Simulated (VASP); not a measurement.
# Si3As (Pm-3m) in VASP: single point with PBE

Aim: the single point of Si3As with PBE.

Everything below comes from runs of VASP 6.6.1. Logs are shortened: lines on timing, memory, paths and dates and some standing lists are left out, and cuts for length are marked.

## 1. The cell of the first run

The structure is cubic, space group Pm-3m (No. 221). Conventional cell: a = 4.019 Å, b = 4.019 Å, c = 4.019 Å, α = 90.00°, β = 90.00°, γ = 90.00°. Within 3.7 Å of Si (site symmetry 4/mmm) lie 8 Si at 2.84 Å and 4 As at 2.84 Å. As (site symmetry m-3m) has 12 Si at 2.84 Å within 3.7 Å.

## 2. Single point, PBE

POSCAR

```
Si3As
1.0
    4.0188655963      0.0000000000      0.0000000000
    0.0000000000      4.0188655963      0.0000000000
    0.0000000000      0.0000000000      4.0188655963
Si As
3 1
Direct
    0.5000000000      0.0000000000      0.0000000000
    0.0000000000      0.5000000000      0.0000000000
    0.0000000000      0.0000000000      0.5000000000
    0.5000000000      0.5000000000      0.5000000000
```

INCAR.step1

```
SYSTEM = Si3As
PREC = Accurate ; ENCUT = 520
EDIFF = 1E-6 ; ISMEAR = 0
SIGMA = 0.1 ; LREAL = .FALSE.
LASPH = .TRUE. ; NELM = 100
ALGO = Normal ; ISIF = 2
LWAVE = .FALSE. ; LCHARG = .TRUE.
GGA = PE ; NBANDS = 16
```

KPOINTS.step1

```
Automatic mesh
0
G
  12 12 12
  0 0 0
```

INCAR.step2

```
SYSTEM = Si3As
PREC = Accurate ; ENCUT = 520
EDIFF = 1E-6 ; ISMEAR = -5
SIGMA = 0.1 ; LREAL = .FALSE.
LASPH = .TRUE. ; NELM = 100
ALGO = Normal ; ISIF = 2
LWAVE = .FALSE. ; LCHARG = .FALSE.
GGA = PE ; LORBIT = 11
NBANDS = 16 ; NEDOS = 2001
ICHARG = 11
```

KPOINTS.step2

```
Automatic mesh
0
G
  18 18 18
  0 0 0
```

Potentials or basis: VASP PAW PBE potentials, release 64 (Si, As).

On the command line:

```console
> cat potpaw_PBE.64/Si/POTCAR potpaw_PBE.64/As/POTCAR > POTCAR
> cp INCAR.step1 INCAR
> cp KPOINTS.step1 KPOINTS
> mpirun -np 1 vasp_std > vasp.out
> cp INCAR.step2 INCAR
> cp KPOINTS.step2 KPOINTS
> mpirun -np 1 vasp_std > vasp.out
```

OUTCAR:

```text
SYSTEM = Si3As
   PREC = Accurate
   ENCUT = 520
   EDIFF = 1E-6
   ISMEAR = -5
   LREAL = .FALSE.
   LASPH = .TRUE.
   NELM = 100
   ISIF = 2
   GGA = PE
   LORBIT = 11
   ICHARG = 11

 ion  position               nearest neighbor table
   1  0.500  0.000  0.000-   2 2.84   3 2.84   4 2.84   3 2.84   4 2.84   2 2.84   4 2.84   4 2.84
                             2 2.84   3 2.84   3 2.84   2 2.84
   2  0.000  0.500  0.000-   1 2.84   3 2.84   4 2.84   3 2.84   4 2.84   1 2.84   3 2.84   3 2.84
                             1 2.84   4 2.84   4 2.84   1 2.84
   3  0.000  0.000  0.500-   1 2.84   2 2.84   4 2.84   1 2.84   2 2.84   2 2.84   4 2.84   2 2.84
                             1 2.84   4 2.84   1 2.84   4 2.84
   4  0.500  0.500  0.500-   1 2.84   2 2.84   3 2.84   1 2.84   2 2.84   1 2.84   3 2.84   1 2.84
                             2 2.84   3 2.84   2 2.84   3 2.84

  LATTYP: Found a simple cubic cell.
 ALAT       =     4.0188655963

  Lattice vectors:

 A1 = (   4.0188655963,   0.0000000000,   0.0000000000)
 A2 = (   0.0000000000,   4.0188655963,   0.0000000000)
 A3 = (   0.0000000000,   0.0000000000,   4.0188655963)

Analysis of symmetry for initial positions (statically):
=====================================================================
 Subroutine PRICEL returns:
 Original cell was already a primitive cell.

 Routine SETGRP: Setting up the symmetry group for a
 simple cubic supercell.

 Subroutine GETGRP returns: Found 48 space group operations
 (whereof 48 operations were pure point group operations)
 out of a pool of 48 trial point group operations.

The static configuration has the point symmetry O_h .

Analysis of symmetry for dynamics (positions and initial velocities):
=====================================================================
 Subroutine PRICEL returns:
 Original cell was already a primitive cell.

 Routine SETGRP: Setting up the symmetry group for a
 simple cubic supercell.

 Subroutine GETGRP returns: Found 48 space group operations
 (whereof 48 operations were pure point group operations)
 out of a pool of 48 trial point group operations.

The dynamic configuration has the point symmetry O_h .

 Subroutine INISYM returns: Found 48 space group operations
 (whereof 48 operations are pure point group operations),
 and found     1 'primitive' translations

----------------------------------------------------------------------------------------
[... 110 lines left out ...]
   NELECT =      17.0000    total number of electrons
   NUPDOWN=      -1.0000    fix difference up-down
   EMIN   =  10.00;   EMAX   =-10.00  energy-range for DOS
   EFERMI =   0.00;   METHOD = LEGACY
   ISMEAR =    -5;   SIGMA  =   0.10  broadening in eV -4-tet -1-fermi 0-gaus
   EFERMI_NEDOS =   21; number of points for ismear=-14 and -15
   IALGO  =     38    algorithm
   IMIX   =      4    mixing-type and parameters
     AMIX     =   0.40;   BMIX     =  1.00
     AMIX_MAG =   1.60;   BMIX_MAG =  1.00
  volume/ion in A,a.u.               =      16.23       109.51
  Fermi-wavevector in a.u.,A,eV,Ry     =   1.047420  1.979337 14.926806  1.097089
  Thomas-Fermi vector in A             =   2.182300
   LORBIT       =     11    0 simple, 1 ext, 2 COOP (PROOUT), +10 PAW based schemes
   GGA     = PE    functional components
   LHFCALC =     F    Hartree Fock is set to
   AEXX    =    0.0000 exact exchange contribution
   IVDW    =     0    specifies the selected vdW correction
   LEPSILON=     F    determine dielectric tensor
   LRPA    =     F    only Hartree local field effects (RPA)
 non-spin polarized calculation
 Fermi weights with tetrahedron method with Bloechl corrections
  energy-cutoff  :      520.00
  volume of cell :       64.91
 maximum number of plane-waves:      1777
 NGX is ok and might be reduce to    30

 number of electron      17.0000004 magnetization

 Free energy of the ion-electron system (eV)
  ---------------------------------------------------
  ext. energy  EPLUGINS =         0.00000000
  ---------------------------------------------------
  free energy    TOTEN  =       -18.53534669 eV

  energy without entropy =      -18.53534669  energy(sigma->0) =      -18.53534669

 E-fermi :   8.7139     XC(G=0): -10.9253

 val. band max:        8.7638885525   @ k =   0.5000   0.5000   0.1111
 cond. band min:       8.5306327063   @ k =   0.5000   0.5000   0.0000
 fundamental gap:     -0.2332558462
 Fermi energy:         8.7138666153

 k-point     1 :       0.0000    0.0000    0.0000
  band No.  band energies     occupation
      1      -5.9008      2.00000
      2       1.3997      2.00000
      3       3.3088      2.00000
      4       3.3088      2.00000
      5       3.3088      2.00000
      6       4.1084      2.00000
[... 433 lines left out ...]
      3       2.0872      2.00000
      4       3.9674      2.00000
      5       4.3490      2.00000
      6       5.7923      2.00000
[... 8 lines left out ...]
     15      13.7056      0.00000
     16      15.5865      0.00000

 [... further k-points ...]

------------------------ aborting loop because EDIFF is reached ----------------------------------------

  FORCE on cell =-STRESS in cart. coord.  units (eV):
  Direction    XX          YY          ZZ          XY          YZ          ZX
  --------------------------------------------------------------------------------------
  -------------------------------------------------------------------------------------
  Total        0.1236410      0.1236410      0.1236410     -0.0000000      0.0000000     -0.0000000
  in kB        3.0518460      3.0518460      3.0518460     -0.0000000      0.0000000     -0.0000000
  external PRESSURE =       3.0518460 kB  Pullay stress =       0.0000000 kB

 VOLUME and BASIS-vectors are now :
 -----------------------------------------------------------------------------
  energy-cutoff  :      520.00
  volume of cell :       64.91
      direct lattice vectors                 reciprocal lattice vectors
     4.018865596  0.000000000  0.000000000     0.248826435  0.000000000  0.000000000
     0.000000000  4.018865596  0.000000000     0.000000000  0.248826435  0.000000000
     0.000000000  0.000000000  4.018865596     0.000000000  0.000000000  0.248826435

 POSITION                                       TOTAL-FORCE (eV/Angst)
 -----------------------------------------------------------------------------------
      2.00943      0.00000      0.00000         0.000000      0.000000      0.000000
      0.00000      2.00943      0.00000         0.000000      0.000000      0.000000
      0.00000      0.00000      2.00943         0.000000      0.000000      0.000000
      2.00943      2.00943      2.00943         0.000000      0.000000      0.000000
 -----------------------------------------------------------------------------------
    total drift:                                0.000000     -0.000000      0.000000

  FREE ENERGIE OF THE ION-ELECTRON SYSTEM (eV)
  ---------------------------------------------------
  free  energy   TOTEN  =       -18.5353466922 eV

  energy  without entropy=      -18.5353466922  energy(sigma->0) =      -18.53534669

 total charge

# of ion       s       p       d       tot
------------------------------------------
    1        0.880   0.638   0.000   1.518
    2        0.880   0.638   0.000   1.518
    3        0.880   0.638   0.000   1.518
    4        1.324   1.286   0.078   2.688
--------------------------------------------------
tot          3.964   3.199   0.078   7.241
```

OSZICAR.step1:

```text
N       E                     dE             d eps       ncg     rms          rms(c)
DAV:   1     0.303111986781E+02    0.30311E+02   -0.63230E+03  2688   0.865E+02
DAV:   2    -0.168232310657E+02   -0.47134E+02   -0.43741E+02  3632   0.130E+02
DAV:   3    -0.186005568566E+02   -0.17773E+01   -0.17628E+01  3568   0.233E+01
DAV:   4    -0.186107664772E+02   -0.10210E-01   -0.10207E-01  3224   0.227E+00
DAV:   5    -0.186108373582E+02   -0.70881E-04   -0.70879E-04  3600   0.175E-01    0.444E+00
DAV:   6    -0.185599213523E+02    0.50916E-01   -0.34633E-02  3176   0.103E+00    0.257E+00
DAV:   7    -0.185414035718E+02    0.18518E-01   -0.35363E-02  3168   0.912E-01    0.283E-01
DAV:   8    -0.185407780905E+02    0.62548E-03   -0.16914E-03  3256   0.259E-01    0.113E-01
DAV:   9    -0.185407649586E+02    0.13132E-04   -0.24047E-04  3320   0.873E-02    0.750E-02
DAV:  10    -0.185407621751E+02    0.27835E-05   -0.12305E-05  3264   0.198E-02    0.158E-02
DAV:  11    -0.185407617736E+02    0.40152E-06   -0.10689E-06  2416   0.663E-03
   1 F= -.18540762E+02 E0= -.18534281E+02  d E =-.129608E-01
```

It took 2.3 min on 1 thread of AMD EPYC 7R43 (Zen 3), shared host; peak memory 0.28 GiB.

What came out:

```
Valence electrons inside the program's atomic spheres : Si 1.52; As 2.69
```

Caveat: tetrahedron occupations give inexact forces and stress in metals.
